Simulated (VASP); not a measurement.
# Si in VASP: a series of runs, part 2 of 2

VASP 6.6.1.

### Step 3. Single point, PBE (atoms moved at random)

INCAR reads:

```
SYSTEM = Si
PREC = Accurate ; ENCUT = 520
EDIFF = 1E-6 ; ISMEAR = -1
SIGMA = 0.05 ; LREAL = .FALSE.
LASPH = .TRUE. ; NELM = 80
ALGO = Normal ; ISIF = 2
LWAVE = .FALSE. ; LCHARG = .FALSE.
GGA = PE ; NBANDS = 21
```

KPOINTS reads:

```
Automatic mesh
0
G
  6 6 6
  0 0 0
```

POSCAR reads:

```
Si
1.0
   -3.3360831900      3.3360831900      3.3360831900
    3.3360831900     -3.3360831900      3.3360831900
    3.3360831900      3.3360831900     -3.3360831900
Si
6
Direct
    0.5011050000      0.7516610000      0.2521510000
    0.2455790000      0.7491610000      0.4946220000
    0.2569390000      0.5059100000      0.7511720000
    0.5009960000      0.2474460000      0.7432780000
    0.7512140000      0.5048140000      0.2496510000
    0.7514790000      0.2569920000      0.4986460000
```

Potentials or basis: VASP PAW PBE potentials, release 64 (Si).

Launch:

```sh
$ cat potpaw_PBE.64/Si/POTCAR > POTCAR
$ mpirun -np 1 vasp_std > vasp.out
```

OUTCAR:

```text
SYSTEM = Si
   PREC = Accurate
   ENCUT = 520
   EDIFF = 1E-6
   ISMEAR = -1
   LREAL = .FALSE.
   LASPH = .TRUE.
   NELM = 80
   ISIF = 2
   GGA = PE

 ion  position               nearest neighbor table
   1  0.501  0.752  0.252-   5 2.34   2 2.35   3 2.36   6 2.38
   2  0.246  0.749  0.495-   5 2.33   1 2.35   4 2.35   3 2.36
   3  0.257  0.506  0.751-   2 2.36   1 2.36   4 2.37   6 2.38
   4  0.501  0.247  0.743-   6 2.34   2 2.35   3 2.37   5 2.39
   5  0.751  0.505  0.250-   2 2.33   6 2.34   1 2.34   4 2.39
   6  0.751  0.257  0.499-   4 2.34   5 2.34   1 2.38   3 2.38

  LATTYP: Found a body centered cubic cell.
 ALAT       =     6.6721663800

  Lattice vectors:

 A1 = (  -3.3360831900,   3.3360831900,   3.3360831900)
 A2 = (   3.3360831900,  -3.3360831900,   3.3360831900)
 A3 = (   3.3360831900,   3.3360831900,  -3.3360831900)

Analysis of symmetry for initial positions (statically):
=====================================================================
 Subroutine PRICEL returns:
 Original cell was already a primitive cell.

 Routine SETGRP: Setting up the symmetry group for a
 body centered cubic supercell.

 Subroutine GETGRP returns: Found  1 space group operations
 (whereof  1 operations were pure point group operations)
 out of a pool of 48 trial point group operations.

The static configuration has the point symmetry C_1 .

Analysis of symmetry for dynamics (positions and initial velocities):
=====================================================================
 Subroutine PRICEL returns:
 Original cell was already a primitive cell.

 Routine SETGRP: Setting up the symmetry group for a
 body centered cubic supercell.

 Subroutine GETGRP returns: Found  1 space group operations
 (whereof  1 operations were pure point group operations)
 out of a pool of 48 trial point group operations.

[... 127 lines left out ...]
     AMIX     =   0.40;   BMIX     =  1.00
     AMIX_MAG =   1.60;   BMIX_MAG =  1.00
  volume/ion in A,a.u.               =      24.75       167.04
  Fermi-wavevector in a.u.,A,eV,Ry     =   0.891706  1.685080 10.818532  0.795140
  Thomas-Fermi vector in A             =   2.013561
   LORBIT       =      0    0 simple, 1 ext, 2 COOP (PROOUT), +10 PAW based schemes
   GGA     = PE    functional components
   LHFCALC =     F    Hartree Fock is set to
   AEXX    =    0.0000 exact exchange contribution
   IVDW    =     0    specifies the selected vdW correction
   LEPSILON=     F    determine dielectric tensor
   LRPA    =     F    only Hartree local field effects (RPA)
 non-spin polarized calculation
  energy-cutoff  :      520.00
  volume of cell :      148.52
 maximum number of plane-waves:      4034
 NGX is ok and might be reduce to    48
   NGX = 21   NGY = 21   NGZ = 21

 number of electron      24.0000000 magnetization

 Free energy of the ion-electron system (eV)
  ---------------------------------------------------
  ext. energy  EPLUGINS =         0.00000000
  ---------------------------------------------------
  free energy    TOTEN  =       -31.16974693 eV

  energy without entropy =      -31.16672727  energy(sigma->0) =      -31.16823710

 E-fermi :   4.0630     XC(G=0):  -8.1438

 val. band max:        4.0038776046   @ k =   0.5000   0.5000   0.5000
 cond. band min:       4.0854366264   @ k =   0.5000   0.5000   0.5000
 fundamental gap:      0.0815590218
 Fermi energy:         4.0630123880

 k-point     1 :       0.0000    0.0000    0.0000
  band No.  band energies     occupation
      1      -7.7743      2.00000
      2      -3.2873      2.00000
      3      -3.2214      2.00000
      4      -3.1430      2.00000
      5      -3.0949      2.00000
      6      -3.0221      2.00000
[... 565 lines left out ...]
     20       9.2360      0.00000
     21       9.3906      0.00000

 [... further k-points ...]

------------------------ aborting loop because EDIFF is reached ----------------------------------------

  FORCE on cell =-STRESS in cart. coord.  units (eV):
  Direction    XX          YY          ZZ          XY          YZ          ZX
  --------------------------------------------------------------------------------------
  -------------------------------------------------------------------------------------
  Total        1.6126364      1.6502394      2.0511848     -0.3025280     -0.1008118     -0.4189273
  in kB       17.3970834     17.8027431     22.1281326     -3.2636647     -1.0875555     -4.5193780
  external PRESSURE =      19.1093197 kB  Pullay stress =       0.0000000 kB

 VOLUME and BASIS-vectors are now :
 -----------------------------------------------------------------------------
  energy-cutoff  :      520.00
  volume of cell :      148.52
      direct lattice vectors                 reciprocal lattice vectors
    -3.336083190  3.336083190  3.336083190     0.000000000  0.149876358  0.149876358
     3.336083190 -3.336083190  3.336083190     0.149876358  0.000000000  0.149876358
     3.336083190  3.336083190 -3.336083190     0.149876358  0.149876358  0.000000000

 POSITION                                       TOTAL-FORCE (eV/Angst)
 -----------------------------------------------------------------------------------
      1.67707      0.00532      3.33813         0.058431     -0.209247      0.280173
      3.33009     -0.02989      1.66844         0.046151      0.218623      0.119519
      3.33656      1.67538      0.03896        -0.019800     -0.089927     -0.211402
      1.63377      3.32550      0.01723         0.454583      0.032652     -0.049324
      0.01085      1.65487      3.35736        -0.260252     -0.254567     -0.124009
      0.01387      3.31317      1.70082        -0.279113      0.302465     -0.014958
 -----------------------------------------------------------------------------------
    total drift:                                0.000012      0.000007      0.000000

  FREE ENERGIE OF THE ION-ELECTRON SYSTEM (eV)
  ---------------------------------------------------
  free  energy   TOTEN  =       -31.1697469333 eV

  energy  without entropy=      -31.1667272659  energy(sigma->0) =      -31.16823710
```

OSZICAR:

```text
N       E                     dE             d eps       ncg     rms          rms(c)
DAV:   1     0.580816012207E+02    0.58082E+02   -0.89707E+03  4704   0.917E+02
DAV:   2    -0.276821112417E+02   -0.85764E+02   -0.82582E+02  6054   0.141E+02
DAV:   3    -0.319959686206E+02   -0.43139E+01   -0.42660E+01  6123   0.299E+01
DAV:   4    -0.320765853681E+02   -0.80617E-01   -0.80554E-01  6458   0.500E+00
DAV:   5    -0.320785868562E+02   -0.20015E-02   -0.20014E-02  6566   0.749E-01    0.842E+00
DAV:   6    -0.314536986896E+02    0.62489E+00   -0.38017E-01  5675   0.232E+00    0.509E+00
DAV:   7    -0.311460435015E+02    0.30766E+00   -0.75260E-01  5719   0.333E+00    0.487E-01
DAV:   8    -0.311661396911E+02   -0.20096E-01   -0.66488E-02  5483   0.112E+00    0.199E-01
DAV:   9    -0.311674410253E+02   -0.13013E-02   -0.42415E-03  6042   0.300E-01    0.180E-01
DAV:  10    -0.311697549870E+02   -0.23140E-02   -0.15793E-03  5615   0.166E-01    0.666E-02
DAV:  11    -0.311697307367E+02    0.24250E-04   -0.11882E-04  6098   0.490E-02    0.121E-02
DAV:  12    -0.311697450528E+02   -0.14316E-04   -0.25266E-05  5667   0.253E-02    0.489E-03
DAV:  13    -0.311697463254E+02   -0.12726E-05   -0.18482E-06  5807   0.822E-03    0.234E-03
DAV:  14    -0.311697469333E+02   -0.60782E-06   -0.30422E-07  4603   0.382E-03
   1 F= -.31169747E+02 E0= -.31168237E+02  d E =-.301967E-02
```

stdout:

```text
POSCAR found type information on POSCAR Si
 POSCAR found :  1 types and       6 ions
 scaLAPACK will be used
 LDA part: xc-table for (Slater+PW92), standard interpolation
 POSCAR, INCAR and KPOINTS ok, starting setup
 FFT: planning ... GRIDC
 FFT: planning ... GRID_SOFT
 FFT: planning ... GRID
 WAVECAR not read
 entering main loop
```

It took 6.7 min on 1 thread of Intel Xeon Platinum 8259CL at 2.50GHz (Skylake/Cascade Lake), shared host; peak memory 0.46 GiB.

What came out:

- Free energy: -31.1697 eV
- Pressure: 1.9 GPa
- Largest force: 0.458 eV/Å

Forces on the atoms (eV/Å):
```
Si   0.058 -0.209  0.280
Si   0.046  0.219  0.120
Si  -0.020 -0.090 -0.211
Si   0.455  0.033 -0.049
Si  -0.260 -0.255 -0.124
Si  -0.279  0.302 -0.015
```

Stress tensor (GPa, compression positive):
```
 1.74 -0.33 -0.45
-0.33  1.78 -0.11
-0.45 -0.11  2.21
```

Levels at points of the mesh, in eV from the Fermi level:
```csv
k point,band 10,band 11,band 12,band 13,band 14,band 15
"(0.00, 0.00, 0.00)",-2.16,-2.13,-2.11,1.91,2.00,2.05
"(0.50, 0.00, 0.00)",-2.14,-1.35,-0.73,1.13,2.24,2.60
"(0.00, 0.50, 0.00)",-2.15,-1.34,-0.75,1.14,2.25,2.58
"(0.00, 0.00, 0.50)",-2.11,-1.38,-0.76,1.10,2.28,2.58
"(0.50, 0.00, 0.50)",-2.12,-1.38,-0.72,1.11,2.23,2.64
"(0.50, 0.50, 0.00)",-2.09,-1.39,-0.75,1.08,2.26,2.62
"(0.00, 0.50, 0.50)",-2.13,-1.36,-0.73,1.12,2.24,2.63
"(0.50, 0.50, 0.50)",-0.11,-0.06,0.02,0.29,0.29,0.34
```

Caveat: the cell differs from its parent crystal (atoms moved at random).
